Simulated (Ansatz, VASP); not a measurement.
# CoPtO2 in VASP and in Ansatz

INCAR

```
ALGO = Normal ; EDIFF = 1E-6
EDIFFG = -0.002 ; ENCUT = 600
GGA = PE ; IBRION = 2
ISIF = 3 ; ISMEAR = 0
LASPH = T ; LCHARG = F
LREAL = F ; LWAVE = F
NELM = 100 ; NSW = 100
PREC = Accurate ; SIGMA = 0.1
```

Contents of KPOINTS:

```
k-points
0
Gamma
  18 18 18
```

The input POSCAR:

```
CoPtO2
1.0
    1.4122699170      0.8153744170      5.9393891090
   -1.4122699170      0.8153744170      5.9393891090
    0.0000000000     -1.6307488340      5.9393891090
Co Pt O
1 1 2
Direct
    0.5000000000      0.5000000000      0.5000000000
    0.0000000000      0.0000000000      0.0000000000
    0.8877559700      0.8877559700      0.8877559700
    0.1122440300      0.1122440300      0.1122440300
```

Input for Ansatz:

```yaml
crystal:
  lattice:
    - [1.412269917, 0.815374417, 5.939389109]
    - [-1.412269917, 0.815374417, 5.939389109]
    - [0.0, -1.630748834, 5.939389109]
  atoms:
    - { symbol: Co, position: [0.5, 0.5, 0.5] }
    - { symbol: Pt, position: [0.0, 0.0, 0.0] }
    - { symbol: O, position: [0.88775597, 0.88775597, 0.88775597] }
    - { symbol: O, position: [0.11224403, 0.11224403, 0.11224403] }
basis:
  ecutwfc: 420
kpoints:
  mp_grid: { grid: [18, 18, 18] }
hamiltonian:
  xc: pbe
scf:
  occupations: { method: gaussian, width: 0.1 }
output:
  forces: true
  stress: true
  eigenvalues: true
relax:
  adjacent_minimum: "off"
  f_tol: 0.002
  max_steps: 80
  cell: { stress_tol: 0.02 }
```

Alike in both runs: task relaxation of cell and atoms; functional PBE; k mesh 18 × 18 × 18; occupations gaussian, width 0.1 eV; no spin polarisation.

|  | VASP | Ansatz |
| --- | --- | --- |
| version | VASP 6.6.1 | Ansatz 0.2.0 |
| potentials or method | VASP PAW PBE potentials, release 64 (Co, Pt, O), cutoff 600 eV | scalar-relativistic, plane waves, PAW |
| valence electrons in the cell | 31 | 47 |

|  | VASP | Ansatz | Ansatz less VASP |
| --- | --- | --- | --- |
| gap on the k mesh at the Fermi level, each at its own relaxed structure (eV) | none | none | - |
| relaxed volume (Å³/atom) | 10.51 | 10.52 | +0.008 |
| relaxed cell length with the largest relative difference (Å) | 6.188 | 6.185 | -0.0038 |

A gap of «none» marks a metal or a gap that the smearing closes. VASP's potentials hold 31 valence electrons a cell and Ansatz's 47, so a difference there can come from the potentials and not from the codes.

Spin-orbit coupling is off throughout.
